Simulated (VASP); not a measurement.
Write the native input for VASP 6.6.1 that does the following.

| Property | Result |
| --- | --- |
| Task | single point |
| Functional | B3LYP |
| Potentials or basis | VASP PAW PBE potentials, release 64 (Sn_d, Se) |
| Cutoff | 400 eV |
| k mesh | 6 × 6 × 2 |
| Occupations | gaussian, width 0.05 eV |
| Spin | no spin polarisation |
| Dipole correction | no |
| Grid for exact exchange (PRECFOCK) | Normal |
| Further INCAR settings | ALGO = Normal; EDIFF = 1e-06; NBANDS = 20 |

SnSe2:

```xyz
3
Lattice="3.8110 0.0000 0.0000 -1.9055 3.3004 0.0000 0.0000 0.0000 6.1360" Properties=species:S:1:pos:R:3 pbc="T T T"
Sn    0.0000    0.0000    0.0000
Se    0.0000    2.2003    1.5279
Se    1.9055    1.1001    4.6081
```

The input as run:

POSCAR

```
SnSe2
1.0
    3.8110000000      0.0000000000      0.0000000000
   -1.9055000000      3.3004200000      0.0000000000
    0.0000000000      0.0000000000      6.1360000000
Sn Se
1 2
Direct
    0.0000000000      0.0000000000      0.0000000000
    0.3333333333      0.6666666667      0.2490000000
    0.6666666667      0.3333333333      0.7510000000
```

INCAR.step1

```
SYSTEM = SnSe2
ALGO     = Normal         ! electronic algorithm
EDIFF    = 1E-5           ! SCF threshold, eV
ENCUT    = 400            ! plane-wave cutoff, eV
GGA      = PE             ! functional
GGA_COMPAT= .False.      
ISIF     = 2              ! what is computed and relaxed
ISMEAR   = 0              ! smearing method
LASPH    = .True.         ! aspherical terms in the spheres
LCHARG   = .False.        ! write CHGCAR
LREAL    = .False.        ! projectors in reciprocal space
LWAVE    = .True.         ! write WAVECAR
NBANDS   = 20             ! bands
NELM     = 120            ! most SCF steps
PREC     = Accurate       ! precision mode
SIGMA    = 0.05           ! smearing width, eV
```

INCAR.step2

```
SYSTEM = SnSe2
AEXX     = 0.2            ! exact-exchange fraction
AGGAC    = 0.81         
AGGAX    = 0.72         
ALDAC    = 0.19         
ALGO     = Normal         ! electronic algorithm
EDIFF    = 1E-6           ! SCF threshold, eV
ENCUT    = 400            ! plane-wave cutoff, eV
GGA      = B3             ! functional
GGA_COMPAT= .False.      
ISIF     = 2              ! what is computed and relaxed
ISMEAR   = 0              ! smearing method
ISTART   = 1            
LASPH    = .True.         ! aspherical terms in the spheres
LCHARG   = .False.        ! write CHGCAR
LHFCALC  = .True.         ! exact exchange
LREAL    = .False.        ! projectors in reciprocal space
LWAVE    = .False.        ! write WAVECAR
NBANDS   = 20             ! bands
NELM     = 120            ! most SCF steps
PREC     = Accurate       ! precision mode
PRECFOCK = Normal       
SIGMA    = 0.05           ! smearing width, eV
```

KPOINTS

```
k-points
0
Gamma
  6 6 2
  0 0 0
```

Potentials or basis: VASP PAW PBE potentials, release 64 (Sn_d, Se).

The run is started by

```console
$ cat potpaw_PBE.64/Sn_d/POTCAR potpaw_PBE.64/Se/POTCAR > POTCAR
$ cp INCAR.step1 INCAR
$ mpirun -np 1 vasp_std > vasp.out
$ cp INCAR.step2 INCAR
$ mpirun -np 1 vasp_std > vasp.out
```

Results of the run:

* Pressure: 6.5 GPa
* Largest force: 0.635 eV/Å
* Band gap on the k mesh: 2.00 eV, indirect (least direct gap 2.23 eV)

Caveat: the k points lie up to 0.51 Å⁻¹ apart; the PAW data sets were made with another functional, which shifts forces and pressure a little; spin-orbit coupling is left out, which moves the levels of the heavy elements; this functional lacks dispersion, which binds the layers, so the pressure and a relaxed spacing across them are unreliable.

It took 18 min on 1 thread of Intel(R) Xeon(R) Platinum 8488C (Sapphire Rapids), with other jobs on the host, peak memory 0.19 GiB.
